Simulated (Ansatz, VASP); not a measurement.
**One calculation of SnW, two programs**

The input INCAR:

```
SYSTEM = SnW
ALGO = Fast ; EDIFF = 1E-7
EDIFFG = -0.01 ; ENCUT = 600
GGA = PE ; IBRION = 2
ISIF = 3 ; ISMEAR = 0
LASPH = .True. ; LCHARG = .False.
LREAL = .False. ; LWAVE = .False.
NELM = 100 ; NSW = 100
PREC = Accurate ; SIGMA = 0.1
```

Contents of KPOINTS:

```
k-points
0
Gamma
  12 12 8
  0 0 0
```

Contents of POSCAR:

```
SnW
1.0
    4.2746065100      0.0000000000      0.0000000000
   -2.1373032600      3.7019178300      0.0000000000
    0.0000000000      0.0000000000      5.4577863800
Sn W
2 2
Direct
    0.3333333300      0.6666666700      0.2500000000
    0.6666666700      0.3333333300      0.7500000000
    0.0000000000      0.0000000000      0.5000000000
    0.0000000000      0.0000000000      0.0000000000
```

Input for Ansatz:

```yaml
crystal:
  lattice:
    - [4.27460651, 0.0, 0.0]
    - [-2.13730326, 3.70191783, 0.0]
    - [0.0, 0.0, 5.45778638]
  atoms:
    - { symbol: Sn, position: [0.33333333, 0.66666667, 0.25] }
    - { symbol: Sn, position: [0.66666667, 0.33333333, 0.75] }
    - { symbol: W, position: [0.0, 0.0, 0.5] }
    - { symbol: W, position: [0.0, 0.0, 0.0] }
basis:
  ecutwfc: 420
kpoints:
  mp_grid: { grid: [12, 12, 8] }
hamiltonian:
  xc: pbe
scf:
  occupations: { method: gaussian, width: 0.1 }
output:
  forces: true
  stress: true
  eigenvalues: true
  write_density: true
  write_potential: true
  elf: true
  volumetric_format: npy
relax:
  adjacent_minimum: "off"
  f_tol: 0.01
  max_steps: 80
  cell: { stress_tol: 0.05 }
```

Change from the starting cell: species swapped into the PtPb type (P6_3/mmc, No. 194).

Alike in both runs: task relaxation of cell and atoms; functional PBE; k mesh 12 × 12 × 8; occupations gaussian, width 0.1 eV; no spin polarisation.

```csv
,VASP,Ansatz
version,VASP 6.6.1,Ansatz 0.2.0
potentials or method,"VASP PAW PBE potentials, release 64 (Sn_d, W_sv), cutoff 600 eV","scalar-relativistic, plane waves, PAW"
valence electrons in the cell,56,56
```

|  | VASP | Ansatz | Ansatz less VASP |
| --- | --- | --- | --- |
| gap on the k mesh at the Fermi level, each at its own relaxed structure (eV) | none | none | - |
| relaxed volume (Å³/atom) | 22.15 | 22.14 | -0.005 |
| relaxed length of the cell vector where the two differ most in proportion (Å) | 5.449 | 5.446 | -0.0029 |

A gap of «none» marks a metal or a gap that the smearing closes.

Neither program's run includes spin-orbit coupling.
